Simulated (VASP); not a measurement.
# Li2O (Fm-3m) in VASP: notebook, part 2 of 2

VASP 6.6.1. The steps go on from the part before.

### Step 4. Single point, BLYP

Contents of INCAR:

```
SYSTEM = Li2O
PREC     = Accurate       ! precision mode
ENCUT    = 750            ! plane-wave cutoff, eV
EDIFF    = 1E-6           ! SCF threshold, eV
ISMEAR   = 0              ! smearing method
SIGMA    = 0.01           ! smearing width, eV
LREAL    = .FALSE.        ! projectors in reciprocal space
LASPH    = .TRUE.         ! aspherical terms in the spheres
NELM     = 120            ! most SCF steps
ALGO     = Normal         ! electronic algorithm
ISIF     = 2              ! what is computed and relaxed
LWAVE    = .FALSE.        ! write WAVECAR
LCHARG   = .FALSE.        ! write CHGCAR
GGA      = B5             ! functional
ALDAX    = 1.0          
AGGAX    = 1.0          
AGGAC    = 1.0          
ALDAC    = 0.0          
NBANDS   = 13             ! bands
GGA_COMPAT= .FALSE.
```

Contents of KPOINTS:

```
Automatic mesh
0
G
  8 8 8
  0 0 0
```

Contents of POSCAR:

```
Li2O
1.0
    0.0000000000      2.3050000000      2.3050000000
    2.3050000000      0.0000000000      2.3050000000
    2.3050000000      2.3050000000      0.0000000000
Li O
2 1
Direct
    0.2500000000      0.2500000000      0.2500000000
    0.7500000000      0.7500000000      0.7500000000
    0.0000000000      0.0000000000      0.0000000000
```

Potentials or basis: VASP PAW PBE potentials, release 64 (Li_sv, O).

On the command line:

```bash
$ cat potpaw_PBE.64/Li_sv/POTCAR potpaw_PBE.64/O/POTCAR > POTCAR
$ mpirun -np 1 vasp_std > vasp.out
```

OUTCAR:

```text
SYSTEM = Li2O
   PREC = Accurate
   ENCUT = 750
   EDIFF = 1E-6
   ISMEAR = 0
   LREAL = .FALSE.
   LASPH = .TRUE.
   NELM = 120
   ISIF = 2
   GGA = B5

 ion  position               nearest neighbor table
   1  0.250  0.250  0.250-   3 2.00   3 2.00   3 2.00   3 2.00   2 2.31   2 2.31   2 2.31   2 2.31
                             2 2.31   2 2.31
   2  0.750  0.750  0.750-   3 2.00   3 2.00   3 2.00   3 2.00   1 2.31   1 2.31   1 2.31   1 2.31
                             1 2.31   1 2.31
   3  0.000  0.000  0.000-   1 2.00   2 2.00   2 2.00   2 2.00   2 2.00   1 2.00   1 2.00   1 2.00

  LATTYP: Found a face centered cubic cell.
 ALAT       =     4.6100000000
[... 574 lines left out ...]

 [... further k-points ...]
[... 5 lines left out ...]
  --------------------------------------------------------------------------------------
  -------------------------------------------------------------------------------------
  Total        0.2240250      0.2240250      0.2240250      0.0000000      0.0000000     -0.0000000
  in kB       14.6542720     14.6542720     14.6542720      0.0000000      0.0000000     -0.0000000
  external PRESSURE =      14.6542720 kB  Pullay stress =       0.0000000 kB

 VOLUME and BASIS-vectors are now :
 -----------------------------------------------------------------------------
  energy-cutoff  :      750.00
  volume of cell :       24.49
      direct lattice vectors                 reciprocal lattice vectors
     0.000000000  2.305000000  2.305000000    -0.216919740  0.216919740  0.216919740
     2.305000000  0.000000000  2.305000000     0.216919740 -0.216919740  0.216919740
     2.305000000  2.305000000  0.000000000     0.216919740  0.216919740 -0.216919740

 POSITION                                       TOTAL-FORCE (eV/Angst)
 -----------------------------------------------------------------------------------
      1.15250      1.15250      1.15250        -0.000000     -0.000000     -0.000000
      3.45750      3.45750      3.45750         0.000000      0.000000      0.000000
      0.00000      0.00000      0.00000         0.000000     -0.000000      0.000000
 -----------------------------------------------------------------------------------
    total drift:                                0.000000     -0.000000      0.000000

  FREE ENERGIE OF THE ION-ELECTRON SYSTEM (eV)
  ---------------------------------------------------
  free  energy   TOTEN  =       -14.0500160359 eV

  energy  without entropy=      -14.0500160359  energy(sigma->0) =      -14.05001604
```

stdout:

```text
POSCAR found type information on POSCAR LiO
 POSCAR found :  2 types and       3 ions
 scaLAPACK will be used
 -----------------------------------------------------------------------------
|                                                                             |
|                                                                             |
|     You enforced a specific xc type in the INCAR file but a different       |
|     I HOPE YOU KNOW WHAT YOU ARE DOING!                                     |
|                                                                             |
 -----------------------------------------------------------------------------

 LDA part: xc-table for (Slater(with rela. corr.)+VWN5), standard interpolation
 POSCAR, INCAR and KPOINTS ok, starting setup
 FFT: planning ... GRIDC
 FFT: planning ... GRID_SOFT
 FFT: planning ... GRID
 WAVECAR not read
 entering main loop
```

Wall time 56 s (1 thread of AMD EPYC 7R13, shared host); peak memory 0.13 GiB.

Results:

- Free energy: -14.0500 eV
- Pressure: 1.5 GPa
- Band gap on the k mesh: 5.32 eV, indirect (least direct gap 5.66 eV)

Caveat: the PAW data sets were made with another functional, which shifts forces and pressure a little. A k mesh can miss the band edges.

### Step 5. Single point, LDA

Contents of INCAR:

```
SYSTEM = Li2O
  PREC = Accurate
  ENCUT = 750
  EDIFF = 1E-6
  ISMEAR = 0
  SIGMA = 0.01
  LREAL = .FALSE.
  LASPH = .TRUE.
  NELM = 120
  ALGO = Normal
  ISIF = 2
  LWAVE = .FALSE.
  LCHARG = .FALSE.
  GGA = CA
  NBANDS = 13
  GGA_COMPAT = .FALSE.
```

Contents of KPOINTS:

```
regular mesh
0
G
  8 8 8
  0 0 0
```

POSCAR is that of step 4.

Potentials or basis: VASP PAW LDA potentials, release 64 (Li_sv, O).

On the command line:

```bash
$ cat potpaw_LDA.64/Li_sv/POTCAR potpaw_LDA.64/O/POTCAR > POTCAR
$ mpirun -np 1 vasp_std > vasp.out
```

Wall time 33 s (1 thread of AMD EPYC 7R13, shared host); peak memory 0.11 GiB.

The run converged. Its results:

```yaml
Free_energy: -15.7239 eV
Pressure: -6.4 GPa
Band_gap_on_the_k_mesh: 4.81 eV, indirect (least direct gap 5.29 eV)
```

Levels at points of the mesh, in eV from the valence-band top:
```csv
k point,band 4,band 5,band 6,band 7,band 8,band 9
"(0.00, 0.00, 0.00)",0.00,0.00,0.00,5.29,11.63,11.63
"(0.50, 0.00, 0.00)",-2.82,-0.47,-0.47,9.12,9.74,11.81
"(0.50, 0.50, 0.00)",-1.60,-1.44,-1.44,4.81,13.31,13.31
```

### Step 6. Summary

```tsv
level	potentials or basis	gap on the mesh (eV)	pressure (GPa)
PBEsol	VASP PAW PBE potentials, release 64 (Li_sv, O)	4.84	-1.5
revPBE	VASP PAW PBE potentials, release 64 (Li_sv, O)	5.10	3.6
BLYP	VASP PAW PBE potentials, release 64 (Li_sv, O)	5.32	1.5
LDA	VASP PAW LDA potentials, release 64 (Li_sv, O)	4.81	-6.4
```

Alike in all rows: task single point; no spin polarisation; cell as given; k mesh 8 × 8 × 8; cutoff (eV) 750; smearing gaussian 0.01 eV.

Caveats: the PAW data sets were made with another functional, which shifts forces and pressure a little (some runs).

Total energies depend on the potentials used, so only differences within one code and one set of settings carry meaning.
